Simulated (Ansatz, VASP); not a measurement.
Two plane-wave programs on F

```
F
1.0
    12.00000    0.00000    0.00000
     0.00000   12.20000    0.00000
     0.00000    0.00000   12.40000
F
2
Direct
  0.50000 0.50000 0.44363
  0.50000 0.50000 0.55637
```

Alike in both runs: functional PBEsol; k mesh 1 × 1 × 1; occupations gaussian, width 0.01 eV; no spin polarisation.

Ansatz relaxed the structure, and its values are those at the end. VASP's run is a single point on that final structure, the one shown.

```csv
,VASP,Ansatz
version,VASP 6.6.1,Ansatz 0.2.0
potentials or method,"VASP PAW PBE potentials, release 64 (F), cutoff 520 eV","scalar-relativistic, plane waves, PAW"
valence electrons in the cell,14,14
```

|  | VASP | Ansatz | Ansatz less VASP |
| --- | --- | --- | --- |
| gap on the k mesh at the Fermi level (eV) | 3.66 | 3.74 | +0.082 |
| rms of the force components (eV/Å) | 0.254 | 0.002 | -0.2521 |

VASP's potentials were made for PBE, not for PBEsol. One of these differences is far larger than is usual between the two programs; its cause wasn't traced. With one functional, cell and mesh, what is left measures potentials, basis and numerics. Ansatz's warnings: stress scf threshold loose.
